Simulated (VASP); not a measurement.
# NiO (Fm-3m) in VASP: notebook

The runs below take NiO through single point, with PBE.

Program: VASP 6.6.1. These are calculated values, not measurements. Logs are shortened: lines on timing, memory, paths and dates and some standing lists are left out, and cuts for length are marked.

**Measured values to compare with.**

From “Local correlations, non-local screening, multiplets, and band formation in NiO”, 2012, arxiv:1210.6675, for a bulk crystal of NiO: band gap 4.3 eV.

How close the calculation comes is told below.

## Step 1: The cell of the first run

Symmetry: Fm-3m, No. 225, cubic system. The conventional cell has a = 4.144 Å, b = 4.144 Å, c = 4.144 Å, α = 90.00°, β = 90.00°, γ = 90.00°. Ni (site symmetry m-3m) has 6 O at 2.07 Å within 2.7 Å. Within 2.7 Å of O (site symmetry m-3m) lie 6 Ni at 2.07 Å.

## Step 2: Single point, PBE, collinear spin, ferromagnetic start

Input file INCAR:

```
PREC = Accurate
ENCUT = 520
EDIFF = 1E-6
ISMEAR = -1
SIGMA = 0.1
LREAL = False
LASPH = True
NELM = 150
ALGO = Normal
ISIF = 2
LWAVE = False
LCHARG = False
ISPIN = 2
MAGMOM = 1 0
LORBIT = 11
LMAXMIX = 4
GGA = PE
NBANDS = 19
```

Input file KPOINTS:

```
regular mesh
0
Gamma
  12 12 12
```

Input file POSCAR:

```
NiO
1.0
    0.0000000000      2.0719018783      2.0719018783
    2.0719018783      0.0000000000      2.0719018783
    2.0719018783      2.0719018783      0.0000000000
Ni O
1 1
Direct
    0.0000000000      0.0000000000      0.0000000000
    0.5000000000      0.5000000000      0.5000000000
```

Potentials or basis: VASP PAW PBE potentials, release 64 (Ni, O).

Run with:

```console
$ cat potpaw_PBE.64/Ni/POTCAR potpaw_PBE.64/O/POTCAR > POTCAR
$ mpirun -np 1 vasp_std > vasp.out
```

OUTCAR:

```text
PREC = Accurate
   ENCUT = 520
   EDIFF = 1E-6
   ISMEAR = -1
   LREAL = False
   LASPH = True
   NELM = 150
   ISIF = 2
   ISPIN = 2
   LORBIT = 11
   GGA = PE

 ion  position               nearest neighbor table
   1  0.000  0.000  0.000-   2 2.07   2 2.07   2 2.07   2 2.07   2 2.07   2 2.07
   2  0.500  0.500  0.500-   1 2.07   1 2.07   1 2.07   1 2.07   1 2.07   1 2.07

  LATTYP: Found a face centered cubic cell.
 ALAT       =     4.1438037566

  Lattice vectors:

 A1 = (   0.0000000000,   2.0719018783,   2.0719018783)
 A2 = (   2.0719018783,   0.0000000000,   2.0719018783)
 A3 = (   2.0719018783,   2.0719018783,   0.0000000000)

Analysis of symmetry for initial positions (statically):
=====================================================================
 Subroutine PRICEL returns:
 Original cell was already a primitive cell.

 Routine SETGRP: Setting up the symmetry group for a
 face centered cubic supercell.

 Subroutine GETGRP returns: Found 48 space group operations
 (whereof 48 operations were pure point group operations)
 out of a pool of 48 trial point group operations.

The static configuration has the point symmetry O_h .

Analysis of symmetry for dynamics (positions and initial velocities):
=====================================================================
 Subroutine PRICEL returns:
 Original cell was already a primitive cell.

 Routine SETGRP: Setting up the symmetry group for a
 face centered cubic supercell.

 Subroutine GETGRP returns: Found 48 space group operations
 (whereof 48 operations were pure point group operations)
 out of a pool of 48 trial point group operations.

The dynamic configuration has the point symmetry O_h .

Analysis of structural, dynamic, and magnetic symmetry:
=====================================================================
 Subroutine PRICEL returns:
 Original cell was already a primitive cell.

 Routine SETGRP: Setting up the symmetry group for a
 face centered cubic supercell.

 Subroutine GETGRP returns: Found 48 space group operations
 (whereof 48 operations were pure point group operations)
 out of a pool of 48 trial point group operations.

The overall configuration has the point symmetry O_h .

 Subroutine INISYM returns: Found 48 space group operations
 (whereof 48 operations are pure point group operations),
 and found     1 'primitive' translations

----------------------------------------------------------------------------------------

                                     Primitive cell
[... 107 lines left out ...]
   EFERMI_NEDOS =   21; number of points for ismear=-14 and -15
   IALGO  =     38    algorithm
   IMIX   =      4    mixing-type and parameters
     AMIX     =   0.40;   BMIX     =  1.00
     AMIX_MAG =   1.60;   BMIX_MAG =  1.00
  volume/ion in A,a.u.               =       8.89        60.02
  Fermi-wavevector in a.u.,A,eV,Ry     =   1.580286  2.986307 33.977874  2.497303
  Thomas-Fermi vector in A             =   2.680536
   LORBIT       =     11    0 simple, 1 ext, 2 COOP (PROOUT), +10 PAW based schemes
   GGA     = PE    functional components
   LHFCALC =     F    Hartree Fock is set to
   AEXX    =    0.0000 exact exchange contribution
   IVDW    =     0    specifies the selected vdW correction
   LEPSILON=     F    determine dielectric tensor
   LRPA    =     F    only Hartree local field effects (RPA)
 spin polarized calculation
  energy-cutoff  :      520.00
  volume of cell :       17.79
 maximum number of plane-waves:       531
 NGX is ok and might be reduce to    24
   NGX = 11   NGY = 11   NGZ = 11

 number of electron      15.9999991 magnetization       1.5622807

 Free energy of the ion-electron system (eV)
  ---------------------------------------------------
  ext. energy  EPLUGINS =         0.00000000
  ---------------------------------------------------
  free energy    TOTEN  =       -11.47429465 eV

  energy without entropy =      -11.43118569  energy(sigma->0) =      -11.45274017

 E-fermi :   8.2882     XC(G=0): -12.8197

 val. band max:        8.2692256471   @ k =   0.4167   0.1667   0.0833
 cond. band min:       8.2977686716   @ k =  -0.1667   0.2500   0.0833
 fundamental gap:      0.0285430245
 Fermi energy:         8.2882358227

 spin component 1

 k-point     1 :       0.0000    0.0000    0.0000
  band No.  band energies     occupation
      1     -12.3732      1.00000
      2       5.1229      1.00000
      3       5.1229      1.00000
      4       5.1229      1.00000
      5       5.2537      1.00000
      6       5.2538      1.00000
[... 517 lines left out ...]
     18      39.0488      0.00000
     19      39.2896      0.00000

 [... further k-points ...]

 spin component 2

 k-point     1 :       0.0000    0.0000    0.0000
  band No.  band energies     occupation
      1     -12.0016      1.00000
      2       5.5547      1.00000
      3       5.5547      1.00000
      4       5.5547      1.00000
      5       6.3698      1.00000
      6       6.3700      1.00000
[... 517 lines left out ...]
     18      39.3924      0.00000
     19      39.6765      0.00000

 [... further k-points ...]
[... 5 lines left out ...]
  --------------------------------------------------------------------------------------
  -------------------------------------------------------------------------------------
  Total        0.9874151      0.9874151      0.9874151     -0.0000000      0.0000000     -0.0000000
  in kB       88.9350190     88.9350190     88.9350190     -0.0000000      0.0000000     -0.0000000
  external PRESSURE =      88.9350190 kB  Pullay stress =       0.0000000 kB

 VOLUME and BASIS-vectors are now :
 -----------------------------------------------------------------------------
  energy-cutoff  :      520.00
  volume of cell :       17.79
      direct lattice vectors                 reciprocal lattice vectors
     0.000000000  2.071901878  2.071901878    -0.241324169  0.241324169  0.241324169
     2.071901878  0.000000000  2.071901878     0.241324169 -0.241324169  0.241324169
     2.071901878  2.071901878  0.000000000     0.241324169  0.241324169 -0.241324169

 POSITION                                       TOTAL-FORCE (eV/Angst)
 -----------------------------------------------------------------------------------
      0.00000      0.00000      0.00000         0.000000      0.000000     -0.000000
      2.07190      2.07190      2.07190         0.000000      0.000000      0.000000
 -----------------------------------------------------------------------------------
    total drift:                                0.000000     -0.000000     -0.000000

  FREE ENERGIE OF THE ION-ELECTRON SYSTEM (eV)
  ---------------------------------------------------
  free  energy   TOTEN  =       -11.4742946471 eV

  energy  without entropy=      -11.4311856887  energy(sigma->0) =      -11.45274017

 total charge

# of ion       s       p       d       tot
------------------------------------------
    1        0.339   0.421   8.281   9.041
    2        1.559   3.426   0.000   4.985
--------------------------------------------------
tot          1.897   3.847   8.281  14.026

 magnetization (x)

# of ion       s       p       d       tot
------------------------------------------
    1        0.011   0.015   1.273   1.299
    2        0.027   0.199   0.000   0.226
--------------------------------------------------
tot          0.038   0.214   1.273   1.525
```

OSZICAR:

```text
N       E                     dE             d eps       ncg     rms          rms(c)
DAV:   1     0.840938844109E+02    0.84094E+02   -0.69862E+03  5854   0.105E+03
DAV:   2    -0.846967177713E+01   -0.92564E+02   -0.80631E+02  5627   0.237E+02
DAV:   3    -0.136204167176E+02   -0.51507E+01   -0.48761E+01  6288   0.559E+01
DAV:   4    -0.136684914124E+02   -0.48075E-01   -0.48017E-01  6043   0.524E+00
DAV:   5    -0.136692533776E+02   -0.76197E-03   -0.76190E-03  6262   0.646E-01    0.144E+01
DAV:   6    -0.127710612911E+02    0.89819E+00   -0.10274E+01  7216   0.569E+01    0.163E+01
DAV:   7    -0.115039284758E+02    0.12671E+01   -0.42926E+00  6974   0.462E+01    0.591E+00
DAV:   8    -0.114563983027E+02    0.47530E-01   -0.21255E-01  7290   0.782E+00    0.315E+00
DAV:   9    -0.114673569764E+02   -0.10959E-01   -0.25214E-02  7235   0.203E+00    0.989E-01
DAV:  10    -0.114729623243E+02   -0.56053E-02   -0.56309E-03  7217   0.929E-01    0.598E-01
DAV:  11    -0.114741779495E+02   -0.12156E-02   -0.41395E-03  6981   0.151E+00    0.233E-01
DAV:  12    -0.114742551402E+02   -0.77191E-04   -0.13787E-03  7902   0.564E-01    0.157E-01
DAV:  13    -0.114741069184E+02    0.14822E-03   -0.72492E-04  6778   0.670E-01    0.927E-02
DAV:  14    -0.114742853013E+02   -0.17838E-03   -0.19230E-04  6992   0.237E-01    0.223E-02
DAV:  15    -0.114742943829E+02   -0.90816E-05   -0.17446E-05  7458   0.773E-02    0.521E-03
DAV:  16    -0.114742946471E+02   -0.26413E-06   -0.31885E-06  4807   0.144E-02
   1 F= -.11474295E+02 E0= -.11452740E+02  d E =-.431090E-01  mag=     1.5626
```

It took 46 s on 1 thread of AMD EPYC 7R13 (Zen 3), shared host; peak memory 0.14 GiB.

What came out:

* Free energy: -11.4743 eV
* Pressure: 8.9 GPa
* Net moment: 1.56 μB per cell
* Site moments: Ni +1.30; O +0.23 μB
* Valence electrons inside the program's atomic spheres: Ni 9.04; O 4.99

Caveat: a cell with one magnetic atom can't hold antiferromagnetic order, which such compounds often take; semilocal functionals often make such compounds metallic where correlation or magnetic order opens a gap, which also shifts bond lengths. With open d or f shells a metallic result of PBE can be an artefact of self-interaction; +U or a hybrid may open a gap.

## Step 3: Single point, PBE, collinear spin, ferromagnetic start

This run uses another cell than the first one, of 9.08 Å³/atom, 1.020 times its volume.

Input file INCAR:

```
PREC = Accurate
ENCUT = 520
EDIFF = 1E-7
ISMEAR = -1
SIGMA = 0.1
LREAL = F
LASPH = T
NELM = 150
ALGO = Normal
ISIF = 2
LWAVE = F
LCHARG = T
ISPIN = 2
MAGMOM = 1 0
LORBIT = 11
LMAXMIX = 4
GGA = PE
LELF = T
LVHAR = T
NBANDS = 19
```

KPOINTS is that of step 2.

Input file POSCAR:

```
NiO
1.0
    0.0000000000      2.0859016400      2.0859016400
    2.0859016400      0.0000000000      2.0859016400
    2.0859016400      2.0859016400      0.0000000000
Ni O
1 1
Direct
    0.0000000000      0.0000000000      0.0000000000
    0.5000000000      0.5000000000      0.5000000000
```

Potentials or basis: VASP PAW PBE potentials, release 64 (Ni, O).

Run with:

```console
$ cat potpaw_PBE.64/Ni/POTCAR potpaw_PBE.64/O/POTCAR > POTCAR
$ mpirun -np 1 vasp_std > vasp.out
```

OUTCAR:

```text
PREC = Accurate
   ENCUT = 520
   EDIFF = 1E-7
   ISMEAR = -1
   LREAL = F
   LASPH = T
   NELM = 150
   ISIF = 2
   ISPIN = 2
   LORBIT = 11
   GGA = PE

 ion  position               nearest neighbor table
   1  0.000  0.000  0.000-   2 2.09   2 2.09   2 2.09   2 2.09   2 2.09   2 2.09
   2  0.500  0.500  0.500-   1 2.09   1 2.09   1 2.09   1 2.09   1 2.09   1 2.09

  LATTYP: Found a face centered cubic cell.
 ALAT       =     4.1718032800

  Lattice vectors:

[... 1270 lines left out ...]
  in kB       48.2313993     48.2313993     48.2313993     -0.0000000      0.0000000     -0.0000000
  external PRESSURE =      48.2313993 kB  Pullay stress =       0.0000000 kB

 VOLUME and BASIS-vectors are now :
 -----------------------------------------------------------------------------
  energy-cutoff  :      520.00
  volume of cell :       18.15
      direct lattice vectors                 reciprocal lattice vectors
     0.000000000  2.085901640  2.085901640    -0.239704495  0.239704495  0.239704495
     2.085901640  0.000000000  2.085901640     0.239704495 -0.239704495  0.239704495
     2.085901640  2.085901640  0.000000000     0.239704495  0.239704495 -0.239704495

 POSITION                                       TOTAL-FORCE (eV/Angst)
 -----------------------------------------------------------------------------------
      0.00000      0.00000      0.00000         0.000000      0.000000      0.000000
      2.08590      2.08590      2.08590         0.000000      0.000000      0.000000
 -----------------------------------------------------------------------------------
    total drift:                                0.000000     -0.000000     -0.000000

  FREE ENERGIE OF THE ION-ELECTRON SYSTEM (eV)
  ---------------------------------------------------
  free  energy   TOTEN  =       -11.4902554327 eV

  energy  without entropy=      -11.4484911063  energy(sigma->0) =      -11.46937327

 total charge

# of ion       s       p       d       tot
------------------------------------------
    1        0.332   0.406   8.262   9.000
    2        1.558   3.418   0.000   4.977
--------------------------------------------------
tot          1.890   3.824   8.262  13.976

 magnetization (x)

# of ion       s       p       d       tot
------------------------------------------
    1        0.011   0.015   1.320   1.346
    2        0.027   0.211   0.000   0.237
--------------------------------------------------
tot          0.038   0.225   1.320   1.583
```

It took 50 s on 1 thread of AMD EPYC 7R13 (Zen 3), shared host; peak memory 0.15 GiB.

Results:

- Free energy: -11.4903 eV
- Pressure: 4.8 GPa
- Net moment: 1.62 μB per cell
- Site moments: Ni +1.35; O +0.24 μB
- Valence electrons inside the program's atomic spheres: Ni 9.00; O 4.98

Caveat: a cell with one magnetic atom can't hold antiferromagnetic order, which such compounds often take; semilocal functionals often make such compounds metallic where correlation or magnetic order opens a gap, which also shifts bond lengths.

## Step 4: Single point, PBE, collinear spin, ferromagnetic start

This run uses another cell than the first one, of 9.26 Å³/atom, 1.041 times its volume.

Input file INCAR:

```
PREC = Accurate
ENCUT = 520
EDIFF = 1E-6
ISMEAR = -1
SIGMA = 0.1
LREAL = F
LASPH = T
NELM = 150
ALGO = Normal
ISIF = 2
LWAVE = F
LCHARG = F
ISPIN = 2
MAGMOM = 1 0
LORBIT = 11
LMAXMIX = 4
GGA = PE
NBANDS = 19
```

KPOINTS is that of step 3.

Input file POSCAR:

```
NiO
1.0
    0.0000000000      2.0997159607      2.0997159607
    2.0997159607      0.0000000000      2.0997159607
    2.0997159607      2.0997159607      0.0000000000
Ni O
1 1
Direct
    0.0000000000      0.0000000000      0.0000000000
    0.5000000000      0.5000000000      0.5000000000
```

Run with:

```console
$ cat potpaw_PBE.64/Ni/POTCAR potpaw_PBE.64/O/POTCAR > POTCAR
$ mpirun -np 1 vasp_std > vasp.out
```

Run time: 46 s. Hardware: 1 thread of AMD EPYC 7R13 (Zen 3), shared host; peak memory 0.14 GiB.

The run converged. Its results:

```yaml
Free_energy: -11.4976 eV
Pressure: 1.2 GPa
Net_moment: 1.67 μB per cell
Site_moments: Ni +1.39; O +0.25 μB
Valence_electrons_inside_the_program's_atomic_spheres: Ni 8.96; O 4.97
```

Levels at points of the mesh, in eV from the Fermi level:
Spin up:
| k point | band 7 | band 8 | band 9 | band 10 | band 11 | band 12 |
| --- | --- | --- | --- | --- | --- | --- |
| (0.00, 0.00, 0.00) | -2.57 | -2.57 | -2.57 | 1.44 | 17.80 | 18.80 |
| (0.50, 0.00, 0.00) | -1.38 | 0.29 | 0.29 | 5.56 | 9.80 | 13.91 |
| (0.50, 0.50, 0.00) | -2.19 | -1.60 | -1.60 | 6.04 | 10.45 | 12.16 |
Spin down:
| k point | band 5 | band 6 | band 7 | band 8 | band 9 | band 10 |
| --- | --- | --- | --- | --- | --- | --- |
| (0.00, 0.00, 0.00) | -1.79 | -1.79 | -1.79 | -0.60 | -0.60 | 1.77 |
| (0.50, 0.00, 0.00) | -0.93 | -0.93 | -0.57 | 2.14 | 2.14 | 5.72 |
| (0.50, 0.50, 0.00) | -2.74 | -0.74 | -0.74 | -0.19 | 0.31 | 6.47 |

Caveat: a cell with one magnetic atom can't hold antiferromagnetic order, which such compounds often take; semilocal functionals often make such compounds metallic where correlation or magnetic order opens a gap, which also shifts bond lengths.

## Step 5: Single point, PBE, collinear spin, ferromagnetic start

This run uses another cell than the first one, of 9.44 Å³/atom, 1.061 times its volume.

Input file INCAR:

```
SYSTEM = NiO
PREC     = Accurate       ! precision mode
ENCUT    = 520            ! plane-wave cutoff, eV
EDIFF    = 1E-6           ! SCF threshold, eV
ISMEAR   = -1             ! smearing method
SIGMA    = 0.1            ! smearing width, eV
LREAL    = .False.        ! projectors in reciprocal space
LASPH    = .True.         ! aspherical terms in the spheres
NELM     = 150            ! most SCF steps
ALGO     = Normal         ! electronic algorithm
ISIF     = 2              ! what is computed and relaxed
LWAVE    = .False.        ! write WAVECAR
LCHARG   = .True.         ! write CHGCAR
ISPIN    = 2              ! spin polarisation
MAGMOM   = 1 0            ! initial moments
LORBIT   = 11             ! projections on sites
LMAXMIX  = 4              ! l up to which the mixer works
GGA      = PE             ! functional
LELF     = .True.         ! ELF
LVHAR    = .True.       
NBANDS   = 19             ! bands
```

Input file KPOINTS:

```
Automatic mesh
0
Gamma
  12 12 12
  0 0 0
```

Input file POSCAR:

```
NiO
1.0
    0.0000000000      2.1133508620      2.1133508620
    2.1133508620      0.0000000000      2.1133508620
    2.1133508620      2.1133508620      0.0000000000
Ni O
1 1
Direct
    0.0000000000      0.0000000000      0.0000000000
    0.5000000000      0.5000000000      0.5000000000
```

Run with:

```console
$ cat potpaw_PBE.64/Ni/POTCAR potpaw_PBE.64/O/POTCAR > POTCAR
$ mpirun -np 1 vasp_std > vasp.out
```

Run time: 47 s. Hardware: 1 thread of AMD EPYC 7R13 (Zen 3), shared host; peak memory 0.15 GiB.

It converged, with:

* Free energy: -11.4971 eV
* Pressure: -2.1 GPa
* Net moment: 1.72 μB per cell
* Site moments: Ni +1.42; O +0.26 μB
* Valence electrons inside the program's atomic spheres: Ni 8.93; O 4.96

Levels at points of the mesh, in eV from the Fermi level:
Spin up:
```tsv
k point	band 6	band 7	band 8	band 9	band 10	band 11	band 12	band 13
(0.00, 0.00, 0.00)	-2.84	-2.54	-2.54	-2.54	1.36	17.75	18.67	18.67
(0.50, 0.00, 0.00)	-1.90	-1.39	0.25	0.25	5.54	9.64	13.80	13.80
(0.50, 0.50, 0.00)	-2.72	-2.23	-1.60	-1.60	5.93	10.35	12.10	16.20
```
Spin down:
```tsv
k point	band 5	band 6	band 7	band 8	band 9	band 10
(0.00, 0.00, 0.00)	-1.74	-1.74	-1.74	-0.54	-0.54	1.69
(0.50, 0.00, 0.00)	-0.91	-0.90	-0.55	2.14	2.14	5.70
(0.50, 0.50, 0.00)	-2.65	-0.72	-0.72	-0.14	0.33	6.37
```

Caveat: a cell with one magnetic atom can't hold antiferromagnetic order, which such compounds often take; semilocal functionals often make such compounds metallic where correlation or magnetic order opens a gap, which also shifts bond lengths.

(Continued in part 2 of 2.)
